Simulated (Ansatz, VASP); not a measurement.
Two plane-wave programs on Sn

```
Sn
1.0
     0.00000    2.62447    2.62614
     1.89762    0.00000    2.62614
     1.89762    2.62447    0.00000
Sn
1
Direct
  0.50000 0.50000 0.50000
```

Alike in both runs: functional PBEsol; k mesh 6 × 6 × 6; occupations gaussian, width 0.1 eV; no spin polarisation.

Ansatz relaxed the structure, and its values are those at the end. VASP's run is a single point on that final structure, the one shown.

|  | VASP | Ansatz |
| --- | --- | --- |
| version | VASP 6.6.1 | Ansatz 0.2.0 |
| potentials or method | VASP PAW PBE potentials, release 64 (Sn_d), cutoff 520 eV | scalar-relativistic, plane waves, PAW |
| valence electrons in the cell | 14 | 14 |

```tsv
	VASP	Ansatz	Ansatz less VASP
gap on the k mesh at the Fermi level (eV)	none	none	-
pressure (GPa)	-0.1	0.0	+0.09
```

VASP's potentials were made for PBE, not for PBEsol. A gap of «none» marks a metal or a gap that the smearing closes. With one functional, cell and mesh, what is left measures potentials, basis and numerics.

The k mesh is coarse, so the values compare programs but aren't converged.
